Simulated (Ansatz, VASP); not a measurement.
**BP: VASP beside Ansatz**

```
CELL_PARAMETERS angstrom
0.00000 2.25998 2.25998
2.25998 0.00000 2.25998
2.25998 2.25998 0.00000
ATOMIC_POSITIONS crystal
B 0.00000 0.00000 0.00000
P 0.75000 0.75000 0.75000
```

Alike in both runs: functional PBEsol; k mesh 10 × 10 × 10; occupations gaussian, width 0.02 eV; no spin polarisation.

Ansatz relaxed the structure, and its values are those at the end. VASP's run is a single point on that final structure, the one shown.

|  | VASP | Ansatz |
| --- | --- | --- |
| version | VASP 6.6.1 | Ansatz 0.2.0 |
| potentials or method | VASP PAW PBE potentials, release 64 (B, P), cutoff 500 eV | scalar-relativistic, plane waves, PAW |
| valence electrons in the cell | 8 | 8 |

```tsv
	VASP	Ansatz	Ansatz less VASP
gap on the k mesh at the Fermi level (eV)	1.12	1.12	+0.004
least direct gap on the mesh (eV)	3.37	3.38	+0.006
pressure (GPa)	0.1	0.0	-0.12
```

VASP's potentials were made for PBE, not for PBEsol.
